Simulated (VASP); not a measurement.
Wanted: the native input for a VASP 6.6.1 run.

| Quantity | Value |
| --- | --- |
| Task | single point |
| Functional | PBE |
| Potentials or basis | VASP PAW PBE potentials, release 64 (Al) |
| Cutoff | 520 eV |
| k mesh | 22 × 22 × 22 |
| Occupations | gaussian, width 0.15 eV |
| Spin | no spin polarisation |
| Dipole correction | no |
| Further INCAR settings | ALGO = Fast; EDIFF = 1e-07; NBANDS = 8 |

The structure of Al lies in POSCAR:

```
Al
1.0
   -1.6128627099      1.6128627099      1.4967365948
    1.6128627099     -1.6128627099      1.4967365948
    1.6128627099      1.6128627099     -1.4967365948
Al
1
Direct
    0.0000000000      0.0000000000      0.0000000000
```

This cell differs from its parent crystal: volume 15.574 Å^3 an atom, c/a of the conventional cell 0.9280.

One way to write it, as run:

INCAR

```
  ALGO = Fast
  EDIFF = 1E-7
  ENCUT = 520
  GGA = PE
  ISIF = 2
  ISMEAR = 0
  LASPH = T
  LCHARG = F
  LREAL = F
  LWAVE = F
  NBANDS = 8
  NELM = 80
  PREC = Accurate
  SIGMA = 0.15
```

KPOINTS

```
k-points
0
Gamma
  22 22 22
```

Potentials or basis: VASP PAW PBE potentials, release 64 (Al).

Run with:

```console
$ cat potpaw_PBE.64/Al/POTCAR > POTCAR
$ mpirun -np 1 vasp_std > vasp.out
```

Results of the run:

The pressure is 6.9 GPa.

Run time: 66 s on 1 thread of Intel(R) Xeon(R) Platinum 8488C (Sapphire Rapids) (shared host), peak memory 0.19 GiB.
